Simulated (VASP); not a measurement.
Here is a VASP 6.6.1 calculation.

File POSCAR:

```
C
1.0
    0.0000000000      1.7801505466      1.7801505466
    1.7801505466      0.0000000000      1.7801505466
    1.7801505466      1.7801505466      0.0000000000
C
2
Direct
    0.0000000000      0.0000000000      0.0000000000
    0.2500000000      0.2500000000      0.2500000000
```

Contents of INCAR.step1:

```
SYSTEM = C
PREC = Accurate
ENCUT = 660
ISMEAR = 0
SIGMA = 0.02
LREAL = .False.
LASPH = .True.
NELM = 120
NBANDS = 11
GGA = PE
ALGO = Normal
EDIFF = 1E-5
LWAVE = .True.
LCHARG = .False.
GGA_COMPAT = .False.
```

INCAR.step2

```
SYSTEM = C
PREC = Accurate
ENCUT = 660
EDIFF = 1E-6
ISMEAR = 0
SIGMA = 0.02
LREAL = .False.
LASPH = .True.
NELM = 120
ALGO = Normal
ISIF = 2
LWAVE = .False.
LCHARG = .False.
METAGGA = R2SCAN
LMIXTAU = .True.
NBANDS = 11
ISTART = 1
GGA_COMPAT = .False.
```

KPOINTS

```
Automatic mesh
0
Gamma
  12 12 12
  0 0 0
```

Potentials or basis: VASP PAW PBE potentials, release 64 (C).

Launch:

```console
$ cat potpaw_PBE.64/C/POTCAR > POTCAR
$ cp INCAR.step1 INCAR
$ mpirun -np 1 vasp_std > vasp.out
$ cp INCAR.step2 INCAR
$ mpirun -np 1 vasp_std > vasp.out
```

(1) Estimate the band gap on the k mesh.

(2) Predict the pressure.

Results:

(1) 4.36 eV (least direct gap 5.85 eV).

(2) 0.1 GPa.

Caveat: the PAW data sets were made with another functional, which shifts forces and pressure a little.
